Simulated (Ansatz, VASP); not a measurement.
## Lu: VASP and Ansatz over several settings

```
Lu
1.0
     3.47959    0.00000    0.00000
    -1.73979    3.01341    0.00000
     0.00000    0.00000    5.51364
Lu
2
Direct
  0.66667 0.33333 0.75000
  0.33333 0.66667 0.25000
```

Single points on this cell with VASP 6.6.1 and Ansatz 0.2.0. Each row is one pair of runs. Alike in all rows: spin: off; k mesh: 9 × 9 × 5; smearing: fermi-dirac, width 0.05 eV; VASP's potentials, cutoff: VASP PAW PBE potentials, release 64 (Lu), 520 eV.

```csv
level,"Ansatz's potentials, cutoff","gap on the k mesh at the Fermi level (eV), VASP","gap on the k mesh at the Fermi level (eV), Ansatz","pressure (GPa), VASP","pressure (GPa), Ansatz"
PBEsol,"Ansatz PAW, 420 eV",none,none,-2.1,-2.2
LDA,"Ansatz PAW, 420 eV",?,none,?,-4.8
r2SCAN,"Ansatz PAW, 500 eV",none,none,0.7,0.3
```

Fill in what VASP gave in row 2.

gap on the k mesh at the Fermi level (eV): none; pressure (GPa): -4.7.

A gap of «none» marks a metal or a gap that the smearing closes.

Spin-orbit coupling is off throughout.
